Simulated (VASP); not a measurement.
# BaCa2 (I4/mmm) in VASP: notebook

The runs below take BaCa2 through single point, relaxation of cell and atoms, with PBE.

Program: VASP 6.6.1. These are calculated values, not measurements. Logs are shortened: lines on timing, memory, paths and dates and some standing lists are left out, and cuts for length are marked.

### Step 1. The cell of the first run

It takes space group I4/mmm (No. 139, tetragonal). Conventional cell: a = 4.198 Å, b = 4.198 Å, c = 10.298 Å, α = 90.00°, β = 90.00°, γ = 90.00°. Ba (site symmetry 4/mmm) has 10 Ca at 3.42 to 3.45 Å and 4 Ba at 4.20 Å within 4.5 Å. Within 4.5 Å of Ca (site symmetry 4mm) lie 9 Ca at 3.40 to 4.20 Å and 5 Ba at 3.42 to 3.45 Å.

### Step 2. Single point, PBE

INCAR

```
  ALGO = Normal
  EDIFF = 1E-7
  ENCUT = 520
  GGA = PE
  ISIF = 2
  ISMEAR = 0
  LASPH = True
  LCHARG = True
  LELF = True
  LREAL = False
  LVHAR = True
  LWAVE = False
  NBANDS = 22
  NELM = 60
  PREC = Accurate
  SIGMA = 0.1
```

KPOINTS

```
k-points
0
Gamma
  6 6 6
```

POSCAR

```
BaCa2
1.0
   -2.0990569482      2.0990569482      5.1492490760
    2.0990569482     -2.0990569482      5.1492490760
    2.0990569482      2.0990569482     -5.1492490760
Ba Ca
1 2
Direct
    0.0000000000      0.0000000000      0.0000000000
    0.6650000000      0.6650000000      0.0000000000
    0.3350000000      0.3350000000      0.0000000000
```

Potentials or basis: VASP PAW PBE potentials, release 64 (Ba_sv, Ca_sv).

Run with:

```
> cat potpaw_PBE.64/Ba_sv/POTCAR potpaw_PBE.64/Ca_sv/POTCAR > POTCAR
> mpirun -np 1 vasp_std > vasp.out
```

OUTCAR:

```text
EDIFF = 1E-7
   ENCUT = 520
   GGA = PE
   ISIF = 2
   ISMEAR = 0
   LASPH = True
   LREAL = False
   NELM = 60
   PREC = Accurate

 ion  position               nearest neighbor table
   1  0.000  0.000  0.000-   2 3.42   2 3.42   2 3.42   3 3.42   2 3.42   3 3.42   3 3.42   3 3.42
                             2 3.45   3 3.45
   2  0.665  0.665  0.000-   1 3.42   1 3.42   1 3.42   1 3.42   1 3.45
   3  0.335  0.335  0.000-   1 3.42   1 3.42   1 3.42   1 3.42   1 3.45

  LATTYP: Found a body centered tetragonal cell.
 ALAT       =     4.1981138964
 C/A-ratio  =     2.4531250000

  Lattice vectors:

 A1 = (  -2.0990569482,   2.0990569482,   5.1492490760)
 A2 = (   2.0990569482,  -2.0990569482,   5.1492490760)
 A3 = (   2.0990569482,   2.0990569482,  -5.1492490760)

Analysis of symmetry for initial positions (statically):
=====================================================================
 Subroutine PRICEL returns:
 Original cell was already a primitive cell.

 Routine SETGRP: Setting up the symmetry group for a
 body centered tetragonal supercell.

 Subroutine GETGRP returns: Found 16 space group operations
 (whereof 16 operations were pure point group operations)
 out of a pool of 16 trial point group operations.

The static configuration has the point symmetry D_4h.

Analysis of symmetry for dynamics (positions and initial velocities):
=====================================================================
 Subroutine PRICEL returns:
 Original cell was already a primitive cell.

 Routine SETGRP: Setting up the symmetry group for a
 body centered tetragonal supercell.

 Subroutine GETGRP returns: Found 16 space group operations
 (whereof 16 operations were pure point group operations)
 out of a pool of 16 trial point group operations.

The dynamic configuration has the point symmetry D_4h.

 Subroutine INISYM returns: Found 16 space group operations
 (whereof 16 operations are pure point group operations),
 and found     1 'primitive' translations

----------------------------------------------------------------------------------------

                                     Primitive cell

  volume of cell :      90.7512

  direct lattice vectors                    reciprocal lattice vectors
[... 80 lines left out ...]
   PREC   = accura    normal or accurate (medium, high low for compatibility)
   ISTART =      0    job   : 0-new  1-cont  2-samecut
   ICHARG =      2    charge: 1-file 2-atom 10-const
   ISPIN  =      1    spin polarized calculation?
   LNONCOLLINEAR =      F non collinear calculations
   LSORBIT =      F    spin-orbit coupling
   LASPH  =      T    aspherical Exc in radial PAW
   ENCUT  =  520.0 eV  38.22 Ry    6.18 a.u.  11.05 11.05 11.05*2*pi/ulx,y,z
   NELM   =     60;   NELMIN=  2; NELMDL= -5     # of ELM steps
   EDIFF  = 0.1E-06   stopping-criterion for ELM
   LREAL  =      F    real-space projection
   EDIFFG = 0.1E-05   stopping-criterion for IOM
   NSW    =      0    number of steps for IOM
   IBRION =     -1    ionic relax: 0-MD 1-quasi-New 2-CG
   NFREE  =      0    steps in history (QN), initial steepest desc. (CG)
   ISIF   =      2    stress and relaxation
   ISYM   =      2    0-nonsym 1-usesym 2-fastsym
   POTIM  = 0.5000    time-step for ionic-motion
   TEBEG  =    0.0;   TEEND  =   0.0 temperature during run
   PSTRESS=    0.0 pullay stress
   NELECT =      30.0000    total number of electrons
   NUPDOWN=      -1.0000    fix difference up-down
   EMIN   =  10.00;   EMAX   =-10.00  energy-range for DOS
   EFERMI =   0.00;   METHOD = LEGACY
   ISMEAR =     0;   SIGMA  =   0.10  broadening in eV -4-tet -1-fermi 0-gaus
   EFERMI_NEDOS =   21; number of points for ismear=-14 and -15
   IALGO  =     38    algorithm
   IMIX   =      4    mixing-type and parameters
     AMIX     =   0.40;   BMIX     =  1.00
     AMIX_MAG =   1.60;   BMIX_MAG =  1.00
  volume/ion in A,a.u.               =      30.25       204.14
  Fermi-wavevector in a.u.,A,eV,Ry     =   1.131960  2.139095 17.433604  1.281334
  Thomas-Fermi vector in A             =   2.268660
   LORBIT       =      0    0 simple, 1 ext, 2 COOP (PROOUT), +10 PAW based schemes
   GGA     = PE    functional components
   LHFCALC =     F    Hartree Fock is set to
   AEXX    =    0.0000 exact exchange contribution
   IVDW    =     0    specifies the selected vdW correction
   LEPSILON=     F    determine dielectric tensor
   LRPA    =     F    only Hartree local field effects (RPA)
 non-spin polarized calculation
 Gauss-broadening in eV      SIGMA  =   0.10
  energy-cutoff  :      520.00
  volume of cell :       90.75
 maximum number of plane-waves:      2462
 NGX is ok and might be reduce to    48
   NGX = 23   NGY = 23   NGZ = 23

 number of electron      30.0000001 magnetization

 Free energy of the ion-electron system (eV)
  ---------------------------------------------------
  ext. energy  EPLUGINS =         0.00000000
  ---------------------------------------------------
  free energy    TOTEN  =        -3.97215483 eV

  energy without entropy =       -3.95983024  energy(sigma->0) =       -3.96599253

 E-fermi :   4.0259     XC(G=0):  -9.3028

 val. band max:        3.9636689419   @ k =   0.3333   0.3333   0.0000
 cond. band min:       4.0801377919   @ k =  -0.1667   0.1667   0.0000
 fundamental gap:      0.1164688500
 Fermi energy:         4.0259363334

 k-point     1 :       0.0000    0.0000    0.0000
  band No.  band energies     occupation
      1     -37.2573      2.00000
      2     -37.1932      2.00000
      3     -23.9967      2.00000
      4     -18.4752      2.00000
      5     -18.3293      2.00000
      6     -18.3293      2.00000
[... 589 lines left out ...]
     21       6.9272      0.00000
     22       7.2351      0.00000

 [... further k-points ...]
[... 5 lines left out ...]
  --------------------------------------------------------------------------------------
  -------------------------------------------------------------------------------------
  Total        6.6079538      6.6079538      8.4041432      0.0000000      0.0000000      0.0000000
  in kB      116.6608796    116.6608796    148.3719117      0.0000000      0.0000000      0.0000000
  external PRESSURE =     127.2312237 kB  Pullay stress =       0.0000000 kB

 VOLUME and BASIS-vectors are now :
 -----------------------------------------------------------------------------
  energy-cutoff  :      520.00
  volume of cell :       90.75
      direct lattice vectors                 reciprocal lattice vectors
    -2.099056948  2.099056948  5.149249076     0.000000000  0.238202208  0.097101537
     2.099056948 -2.099056948  5.149249076     0.238202208  0.000000000  0.097101537
     2.099056948  2.099056948 -5.149249076     0.238202208  0.238202208  0.000000000

 POSITION                                       TOTAL-FORCE (eV/Angst)
 -----------------------------------------------------------------------------------
      0.00000      0.00000      0.00000        -0.000000     -0.000000      0.000000
      0.00000      0.00000      6.84850         0.000000      0.000000      0.238347
      0.00000      0.00000      3.45000         0.000000      0.000000     -0.238347
 -----------------------------------------------------------------------------------
    total drift:                               -0.000000     -0.000000      0.000000

  FREE ENERGIE OF THE ION-ELECTRON SYSTEM (eV)
  ---------------------------------------------------
  free  energy   TOTEN  =        -3.9721548252 eV

  energy  without entropy=       -3.9598302355  energy(sigma->0) =       -3.96599253
```

OSZICAR:

```text
N       E                     dE             d eps       ncg     rms          rms(c)
DAV:   1     0.276439060535E+03    0.27644E+03   -0.14809E+04  1320   0.130E+03
DAV:   2     0.131386882742E+02   -0.26330E+03   -0.25744E+03  1508   0.358E+02
DAV:   3    -0.317865053638E+01   -0.16317E+02   -0.15788E+02  2416   0.715E+01
DAV:   4    -0.406541259782E+01   -0.88676E+00   -0.87974E+00  1888   0.137E+01
DAV:   5    -0.409773595023E+01   -0.32323E-01   -0.32314E-01  1962   0.248E+00    0.569E+00
DAV:   6    -0.400522639549E+01    0.92510E-01   -0.10442E-01  2090   0.211E+00    0.315E+00
DAV:   7    -0.397205605199E+01    0.33170E-01   -0.71438E-02  2088   0.181E+00    0.313E-01
DAV:   8    -0.397196106374E+01    0.94988E-04   -0.36941E-03  2000   0.417E-01    0.114E-01
DAV:   9    -0.397210514556E+01   -0.14408E-03   -0.34358E-04  2008   0.107E-01    0.607E-02
DAV:  10    -0.397215501314E+01   -0.49868E-04   -0.57602E-05  1682   0.696E-02    0.143E-02
DAV:  11    -0.397215542839E+01   -0.41525E-06   -0.54633E-06  1946   0.156E-02    0.318E-03
DAV:  12    -0.397215479088E+01    0.63751E-06   -0.57556E-07  1898   0.710E-03    0.969E-04
DAV:  13    -0.397215482517E+01   -0.34285E-07   -0.48653E-08  1122   0.209E-03
   1 F= -.39721548E+01 E0= -.39659925E+01  d E =-.123246E-01
```

It took 50 s on 1 thread of Intel Xeon 6975P-C (Granite Rapids), shared host; peak memory 0.34 GiB.

What came out:

| Quantity | Value |
| --- | --- |
| Free energy | -3.9722 eV |
| Pressure | 12.7 GPa |
| Largest force | 0.238 eV/Å |
| Band gap on the k mesh | zero (bands 15 and 16 overlap by 0.78 eV) |

Forces in eV/Å, atoms in the order of the input:
```
Ba   0.000  0.000  0.000
Ca   0.000  0.000  0.238
Ca   0.000  0.000 -0.238
```

Levels at points of the mesh, in eV from the Fermi level:
```csv
k point,band 11,band 12,band 13,band 14,band 15,band 16,band 17,band 18,band 19,band 20
"(0.00, 0.00, 0.00)",-13.15,-13.15,-3.89,-0.50,-0.48,0.26,1.49,1.69,2.14,2.14
"(0.50, 0.00, 0.00)",-13.47,-13.12,-1.88,-0.96,-0.83,0.49,0.70,1.10,1.35,2.11
"(0.50, 0.50, 0.00)",-13.57,-13.46,-1.59,-0.54,0.28,0.43,0.49,1.33,1.81,2.27
"(0.50, 0.50, 0.50)",-13.14,-13.14,-2.06,-1.96,-1.38,-0.49,2.10,2.10,2.13,2.13
```

Caveat: the cell stands under pressure; spin-orbit coupling is left out, which moves the levels of the heavy elements.

### Step 3. Single point, PBE

This run uses another cell than the first one, of 49.05 Å³/atom.

INCAR

```
ALGO     = Normal         # electronic algorithm
EDIFF    = 1E-7           # SCF threshold, eV
ENCUT    = 520            # plane-wave cutoff, eV
GGA      = PE             # functional
ISIF     = 2              # what is computed and relaxed
ISMEAR   = 0              # smearing method
LASPH    = T              # aspherical terms in the spheres
LCHARG   = F              # write CHGCAR
LREAL    = F              # projectors in reciprocal space
LWAVE    = F              # write WAVECAR
NBANDS   = 22             # bands
NELM     = 60             # most SCF steps
PREC     = Accurate       # precision mode
SIGMA    = 0.1            # smearing width, eV
```

KPOINTS is that of step 2.

POSCAR

```
BaCa2
1.0
   -2.3645126806      2.3645126806      6.5804194530
    2.3645126806     -2.3645126806      6.5804194530
    2.3645126806      2.3645126806     -6.5804194530
Ba Ca
1 2
Direct
    0.0000000000      0.0000000000      0.0000000000
    0.6780312949      0.6780312949      0.0000000000
    0.3219687051      0.3219687051      0.0000000000
```

Potentials or basis: VASP PAW PBE potentials, release 64 (Ba_sv, Ca_sv).

Run with:

```
> cat potpaw_PBE.64/Ba_sv/POTCAR potpaw_PBE.64/Ca_sv/POTCAR > POTCAR
> mpirun -np 1 vasp_std > vasp.out
```

Wall time 85 s (1 thread of Intel Xeon 6975P-C (Granite Rapids), shared host); peak memory 0.46 GiB.

The run converged. Its results:

```yaml
Free_energy: -5.6808 eV
Pressure: 0.0 GPa
Largest_force: 0.008 eV/Å
Band_gap_on_the_k_mesh: zero (bands 15 and 16 overlap by 0.19 eV)
```

Forces on the atoms (eV/Å):
```
Ba   0.000  0.000  0.000
Ca   0.000  0.000 -0.008
Ca   0.000  0.000  0.008
```

Stress tensor (GPa, compression positive):
```
-0.08  0.00  0.00
 0.00 -0.08  0.00
 0.00  0.00  0.06
```

Levels at points of the mesh, in eV from the Fermi level:
```tsv
k point	band 13	band 14	band 15	band 16	band 17	band 18
(0.00, 0.00, 0.00)	-3.57	-0.71	0.06	0.39	0.54	1.88
(0.50, 0.00, 0.00)	-1.72	-1.42	-0.72	0.59	0.82	1.01
(0.50, 0.50, 0.00)	-1.15	-0.36	-0.11	0.12	0.18	0.25
(0.50, 0.50, 0.50)	-2.67	-2.29	-0.23	-0.09	1.69	1.69
```

Caveat: spin-orbit coupling is left out, which moves the levels of the heavy elements.

### Step 4. Relaxation of cell and atoms, PBE

INCAR

```
  PREC = Accurate
  ENCUT = 600
  EDIFF = 1E-6
  ISMEAR = 0
  SIGMA = 0.1
  LREAL = F
  LASPH = T
  NELM = 80
  ALGO = Normal
  ISIF = 3
  LWAVE = F
  LCHARG = F
  GGA = PE
  IBRION = 2
  NSW = 90
  EDIFFG = -0.04
```

KPOINTS

```
Automatic mesh
0
Gamma
  6 6 6
```

POSCAR

```
BaCa2
1.0
   -2.0990569482      2.0990569482      5.1492490760
    2.0990569482     -2.0990569482      5.1492490760
    2.0990569482      2.0990569482     -5.1492490760
Ba Ca
1 2
Direct
    0.0000000000      0.0000000000      0.0000000000
    0.6650000000      0.6650000000      0.0000000000
    0.3350000000      0.3350000000      0.0000000000
```

Run with:

```
> cat potpaw_PBE.64/Ba_sv/POTCAR potpaw_PBE.64/Ca_sv/POTCAR > POTCAR
> mpirun -np 1 vasp_std > vasp.out
```

Wall time 6.3 min (1 thread of Intel Xeon 6975P-C (Granite Rapids), shared host); peak memory 0.38 GiB.

It converged, with:

```yaml
Free_energy: -5.6748 eV
Relaxed_volume: 49.32 Å³/atom
Relaxed_cell: a = 7.658 Å, b = 7.658 Å, c = 7.658 Å, α = 144.87°, β = 144.87°, γ = 50.53°
Space_group_after_relaxing_to_0.1_Å: I4/mmm (No. 139)
Energy_gained_by_relaxing: 567.5 meV/atom
Ionic_steps: 12
Pressure_after_relaxing: 0.0 GPa
Largest_force_after_relaxing: 0.022 eV/Å
Band_gap_on_the_k_mesh: zero (bands 15 and 16 overlap by 0.24 eV)
```

Forces on the atoms (eV/Å):
```
Ba   0.000  0.000  0.000
Ca   0.000  0.000  0.022
Ca   0.000  0.000 -0.022
```

Step by step:
```
step  energy change (eV)  largest force (eV/Å)  pressure (GPa)  volume (Å³)
   1              0.0000                0.2384           12.74        90.75
   2             -1.5034                0.2084            2.49       126.11
   3             -1.6476                0.1891            0.44       141.89
   4             -1.6553                0.1841           -0.01       146.53
   5             -1.6552                0.1826           -0.12       147.83
   6             -1.6644                0.1770           -0.12       147.62
   7             -1.6826                0.1639           -0.08       146.87
   8             -1.6948                0.1177            0.16       144.96
   9             -1.6960                0.0903            0.27       144.23
  10             -1.7003                0.0476           -0.22       149.96
  11             -1.7010                0.0593           -0.08       148.33
  12             -1.7026                0.0225           -0.04       147.95
```

Final structure:
```xyz
3
Lattice="-2.3111 2.3111 6.9251 2.3111 -2.3111 6.9251 2.3111 2.3111 -6.9251" Properties=species:S:1:pos:R:3 pbc="T T T"
Ba    2.3111    2.3111   -6.9251
Ca    0.0000    0.0000    9.3991
Ca    0.0000    0.0000    4.4511
```

Levels at points of the mesh, in eV from the Fermi level:
| k point | band 11 | band 12 | band 13 | band 14 | band 15 | band 16 | band 17 | band 18 | band 19 |
| --- | --- | --- | --- | --- | --- | --- | --- | --- | --- |
| (0.00, 0.00, 0.00) | -13.72 | -13.72 | -3.56 | -0.85 | -0.20 | 0.40 | 0.55 | 2.10 | 2.19 |
| (0.50, 0.00, 0.00) | -13.79 | -13.70 | -1.68 | -1.38 | -0.74 | 0.54 | 0.81 | 1.15 | 1.69 |
| (0.50, 0.50, 0.00) | -13.88 | -13.77 | -1.07 | -0.26 | -0.13 | 0.15 | 0.19 | 0.20 | 0.93 |
| (0.50, 0.50, 0.50) | -13.72 | -13.72 | -2.78 | -2.35 | -0.15 | -0.13 | 1.79 | 1.79 | 2.10 |

Caveat: the volume moved by over 15 % at a fixed basis, so the end points are rough; spin-orbit coupling is left out, which moves the levels of the heavy elements.

### Step 5. Single point, PBE

This run uses another cell than the first one, of 48.93 Å³/atom.

INCAR

```
SYSTEM = BaCa2
PREC = Accurate
ENCUT = 520
EDIFF = 1E-7
ISMEAR = 0
SIGMA = 0.1
LREAL = .FALSE.
LASPH = .TRUE.
NELM = 60
ALGO = Fast
ISIF = 2
LWAVE = .FALSE.
LCHARG = .FALSE.
GGA = PE
NBANDS = 22
```

KPOINTS

```
Automatic mesh
0
G
  14 14 14
  0 0 0
```

POSCAR

```
BaCa2
1.0
   -2.3401155425      2.3401155425      6.7018608930
    2.3401155425     -2.3401155425      6.7018608930
    2.3401155425      2.3401155425     -6.7018608930
Ba Ca
1 2
Direct
    0.0000000000      0.0000000000      0.0000000000
    0.6786287519      0.6786287519      0.0000000000
    0.3213712481      0.3213712481      0.0000000000
```

Run with:

```
> cat potpaw_PBE.64/Ba_sv/POTCAR potpaw_PBE.64/Ca_sv/POTCAR > POTCAR
> mpirun -np 1 vasp_std > vasp.out
```

Run time: 42 min. Hardware: 1 thread of Intel Xeon 6975P-C (Granite Rapids), shared host; peak memory 1 GiB.

It converged, with:

* Free energy: -5.6798 eV
* Pressure: 0.0 GPa
* Band gap on the k mesh: zero (bands 15 and 16 overlap by 0.30 eV)

Forces on the atoms (eV/Å):
```
Ba   0.000  0.000  0.000
Ca   0.000  0.000 -0.002
Ca   0.000  0.000  0.002
```

Levels at points of the mesh, in eV from the Fermi level:
| k point | band 12 | band 13 | band 14 | band 15 | band 16 | band 17 | band 18 | band 19 |
| --- | --- | --- | --- | --- | --- | --- | --- | --- |
| (0.00, 0.00, 0.00) | -13.71 | -3.58 | -0.77 | -0.04 | 0.40 | 0.54 | 1.97 | 2.06 |
| (0.50, 0.00, 0.00) | -13.70 | -1.71 | -1.40 | -0.73 | 0.58 | 0.82 | 1.06 | 1.10 |
| (0.50, 0.50, 0.00) | -13.78 | -1.12 | -0.33 | -0.12 | 0.15 | 0.17 | 0.22 | 0.88 |
| (0.50, 0.50, 0.50) | -13.71 | -2.72 | -2.31 | -0.20 | -0.11 | 1.73 | 1.73 | 2.01 |

Caveat: spin-orbit coupling is left out, which moves the levels of the heavy elements.

### Step 6. The runs side by side

```tsv
task	cell	k mesh	cutoff (eV)	gap on the mesh (eV)	pressure (GPa)	largest force (eV/Å)
single point	a = 5.944 Å, angles 138.6, 138.6, 59.9°, 3 atoms, atomic positions A	6 × 6 × 6	520	none	12.7	0.24
single point	a = 7.381 Å, angles 142.6, 142.6, 53.9°, 3 atoms, atomic positions B	6 × 6 × 6	520	none	0.0	0.01
relaxation of cell and atoms	relaxed from a = 5.944 Å, angles 138.6, 138.6, 59.9°, 3 atoms, atomic positions A	6 × 6 × 6	600	none	0.0	0.02
single point	a = 7.474 Å, angles 143.5, 143.5, 52.6°, 3 atoms, atomic positions B	14 × 14 × 14	520	none	0.0	-
```

Alike in all rows: level PBE; potentials or basis VASP PAW PBE potentials, release 64 (Ba_sv, Ca_sv); no spin polarisation; smearing gaussian 0.1 eV.

Caveats: spin-orbit coupling is left out, which moves the levels of the heavy elements; the cell stands under pressure (at least some runs); the volume moved by over 15 % at a fixed basis, so the end points are rough (at least some runs).

Absolute energies hang on the potentials; compare differences alone.
